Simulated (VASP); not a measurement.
# Os (P6/mmm) in VASP: notebook, part 2 of 2

VASP 6.6.1. Earlier steps stand in the parts before.

## Step 3: Relaxation of cell and atoms, PBE

This run uses another cell than the first one, of 26.78 Å³/atom, 1.534 times its volume.

File INCAR:

```
PREC = Accurate ; ENCUT = 600
EDIFF = 1E-7 ; ISMEAR = 0
SIGMA = 0.1 ; LREAL = F
LASPH = T ; NELM = 120
ALGO = Normal ; ISIF = 3
LWAVE = F ; LCHARG = F
GGA = PE ; IBRION = 2
NSW = 90 ; EDIFFG = -0.04
GGA_COMPAT = F ; NELMIN = 4
```

File KPOINTS:

```
regular mesh
0
Gamma
  6 6 4
```

File POSCAR:

```
Os
1.0
    2.9400607200      0.0000000000      0.0000000000
   -1.4700303600      2.5461672700      0.0000000000
    0.0000000000      0.0000000000      7.1538171200
Os
2
Direct
    0.0000000000      0.0000000000      0.3745145100
    0.0000000000      0.0000000000      0.6254854900
```

Potentials or basis: VASP PAW PBE potentials, release 64 (Os).

Command:

```sh
cat potpaw_PBE.64/Os/POTCAR > POTCAR
mpirun -np 1 vasp_std > vasp.out
```

OUTCAR:

```text
PREC = Accurate
   ENCUT = 600
   EDIFF = 1E-7
   ISMEAR = 0
   LREAL = F
   LASPH = T
   NELM = 120
   ISIF = 3
   GGA = PE
   IBRION = 2
   NSW = 90
   EDIFFG = -0.04
   NELMIN = 4

 ion  position               nearest neighbor table
   1  0.000  0.000  0.375-   2 1.80
   2  0.000  0.000  0.625-   1 1.80

  LATTYP: Found a hexagonal cell.
 ALAT       =     2.9400607200
 C/A-ratio  =     2.4332208758

  Lattice vectors:

 A1 = (   2.9400607200,   0.0000000000,   0.0000000000)
 A2 = (  -1.4700303600,   2.5461672700,   0.0000000000)
 A3 = (   0.0000000000,   0.0000000000,   7.1538171200)

Analysis of symmetry for initial positions (statically):
=====================================================================
 Subroutine PRICEL returns:
 Original cell was already a primitive cell.

 Routine SETGRP: Setting up the symmetry group for a
 hexagonal supercell.

 Subroutine GETGRP returns: Found 24 space group operations
 (whereof 24 operations were pure point group operations)
 out of a pool of 24 trial point group operations.

The static configuration has the point symmetry D_6h.

Analysis of symmetry for dynamics (positions and initial velocities):
[... 156 lines left out ...]

  energy without entropy =      -15.19762206  energy(sigma->0) =      -15.20182225

------------------------ aborting loop because EDIFF is reached ----------------------------------------

  FORCE on cell =-STRESS in cart. coord.  units (eV):
  Direction    XX          YY          ZZ          XY          YZ          ZX
  --------------------------------------------------------------------------------------
  -------------------------------------------------------------------------------------
  Total       -6.0879343     -6.0879343     43.7142407      0.0000000      0.0000000      0.0000000
  in kB     -182.1375440   -182.1375437   1307.8334980      0.0000000      0.0000000      0.0000000
  external PRESSURE =     314.5194701 kB  Pullay stress =       0.0000000 kB
[... 1368 lines left out ...]
 k-point    21 :       0.3333    0.3333    0.5000
  band No.  band energies     occupation
      1       0.7204      2.00000
      2       0.7204      2.00000
      3       1.0192      2.00000
      4       1.0192      2.00000
      5       1.1206      2.00000
      6       1.1206      2.00000
      7       1.2789      2.00000
      8       1.2789      2.00000
      9       3.0136      1.75073
     10       3.8052      0.00000
     11      11.4640      0.00000
     12      11.8944      0.00000

[... ionic steps 4 to 40 ...]

--------------------------------------- Ionic step       41  -------------------------------------------

 number of electron      16.0000000 magnetization

------------------------ aborting loop because EDIFF is reached ----------------------------------------
[... 67 lines left out ...]
--------------------------------------- Ionic step       43  -------------------------------------------

 number of electron      15.9999999 magnetization

 Free energy of the ion-electron system (eV)
  ---------------------------------------------------
  ext. energy  EPLUGINS =         0.00000000
  ---------------------------------------------------
  free energy    TOTEN  =       -20.43039120 eV

  energy without entropy =      -20.41743842  energy(sigma->0) =      -20.42391481

 E-fermi :   6.7197     XC(G=0): -12.5327

 val. band max:        6.6840058332   @ k =   0.3333   0.1667   0.2500
 cond. band min:       6.7637162492   @ k =   0.3333   0.1667   0.0000
 fundamental gap:      0.0797104160
 Fermi energy:         6.7197114295
[... 342 lines left out ...]
  FREE ENERGIE OF THE ION-ELECTRON SYSTEM (eV)
  ---------------------------------------------------
  free  energy   TOTEN  =       -20.4303912004 eV

  energy  without entropy=      -20.4174384151  energy(sigma->0) =      -20.42391481

 reached required accuracy - stopping structural energy minimisation
```

OSZICAR:

```text
N       E                     dE             d eps       ncg     rms          rms(c)
DAV:   1     0.119996097746E+03    0.12000E+03   -0.76159E+03   504   0.130E+03
DAV:   2    -0.381989069102E+01   -0.12382E+03   -0.10942E+03   540   0.374E+02
DAV:   3    -0.157154452187E+02   -0.11896E+02   -0.11111E+02   648   0.980E+01
[... 502 lines left out ...]
DAV:   1    -0.204304616327E+02   -0.10960E-03   -0.29110E-03   504   0.445E-01    0.778E-02
DAV:   2    -0.204304034937E+02    0.58139E-04   -0.82458E-05   528   0.921E-02    0.339E-02
DAV:   3    -0.204303910971E+02    0.12397E-04   -0.48759E-05   660   0.676E-02    0.643E-03
DAV:   4    -0.204303912417E+02   -0.14468E-06   -0.67628E-07   496   0.689E-03    0.242E-03
DAV:   5    -0.204303912004E+02    0.41301E-07   -0.28686E-07   500   0.436E-03
  43 F= -.20430391E+02 E0= -.20423915E+02  d E =-.205790E-03
```

CONTCAR:

```text
Os
   1.00000000000000
     2.6746187655124221    0.0000000000000002   -0.0000000000000000
    -1.3373093827562110    2.3162877948245986   -0.0000000000000000
     0.0000000000000000    0.0000000000000000    5.6246223611571349
  Os
     2
Direct
     0.0000000000000000    0.0000000000000000    0.2036264231125987
     1.0000000000000000    1.0000000000000000    0.7963735768874013

  0.00000000E+00  0.00000000E+00  0.00000000E+00
  0.00000000E+00  0.00000000E+00  0.00000000E+00
```

It took 6.5 min on 1 thread of Intel Xeon Platinum 8375C at 2.90GHz (Ice Lake), shared host; peak memory 0.2 GiB.

What came out:

- Free energy: -20.4304 eV
- Relaxed volume: 17.42 Å³/atom
- Relaxed cell: a = 2.675 Å, b = 2.675 Å, c = 5.625 Å, α = 90.00°, β = 90.00°, γ = 120.00°
- Space group after relaxing (to 0.05 Å): P6/mmm (No. 191)
- Energy gained by relaxing: 2612.2 meV/atom
- Ionic steps: 43
- Pressure after relaxing: 0.0 GPa
- Band gap on the k mesh: zero (band 8 reaches 8.23 eV, above the bottom of band 9 at 5.79 eV)

Forces in eV/Å, atoms in the order of the input:
```
Os   0.000  0.000 -0.002
Os   0.000  0.000  0.002
```

Step by step:
```
step  energy change (eV)  largest force (eV/Å)  pressure (GPa)  volume (Å³)
   1              0.0000               24.6193           31.45        53.55
   3             -1.8664                0.0052           -0.40        78.91
   5             -2.0552                0.0053           -4.90        76.73
   7             -1.9819                0.0079           -8.41        74.90
   9             -0.4476                0.0193           39.19        61.26
  11             -2.1254                0.0047           -0.79        72.81
  13             -2.1406                0.0071           -0.41        71.36
  15             -2.1994                0.0652           -0.58        60.74
  17             46.5453               79.0636          976.42        17.64
  19             -4.8667                0.6736           17.25        31.83
  21             -4.8739                0.4892           24.06        31.00
  23             -5.1156                1.3351           -1.63        33.21
  25             -5.1516                1.2639           -3.64        33.48
  27             -5.1880                0.2375           -1.08        33.37
  29             -5.1912                0.2699           -0.18        33.29
  31             -5.1939                0.1382            2.32        33.11
  33             -5.2027                0.2097            1.12        33.48
  35             -5.2113                0.7056           -2.32        35.10
  37             -5.2195                0.4022           -0.80        34.52
  39             -5.2203                0.3862            2.08        35.00
  41             -5.2242                0.0097            0.60        34.76
  43             -5.2244                0.0023            0.03        34.85
```

Final structure:
```
Os
1.0
     2.67462    0.00000    0.00000
    -1.33731    2.31629    0.00000
     0.00000    0.00000    5.62462
Os
2
Direct
  0.00000 0.00000 0.20363
  0.00000 0.00000 0.79637
```

Levels at points of the mesh, in eV from the Fermi level:
```tsv
k point	band 4	band 5	band 6	band 7	band 8	band 9	band 10	band 11	band 12
(0.00, 0.00, 0.00)	-2.62	-2.62	-1.88	-1.88	-1.38	-0.75	-0.75	2.32	2.32
(0.50, 0.00, 0.00)	-4.51	-1.94	-1.62	0.25	1.51	2.90	3.28	3.54	5.50
(0.00, 0.00, 0.50)	-3.13	-2.58	-2.58	-1.92	-1.92	-0.59	-0.59	2.06	2.06
(0.50, 0.00, 0.50)	-3.51	-3.10	-1.73	0.33	1.11	2.01	2.91	3.27	4.71
```

Caveat: the k points lie up to 0.45 Å⁻¹ apart in the final cell; the volume moved by over 15 % at a fixed basis, so the end points are rough; spin-orbit coupling is left out, which moves the levels of the heavy elements.
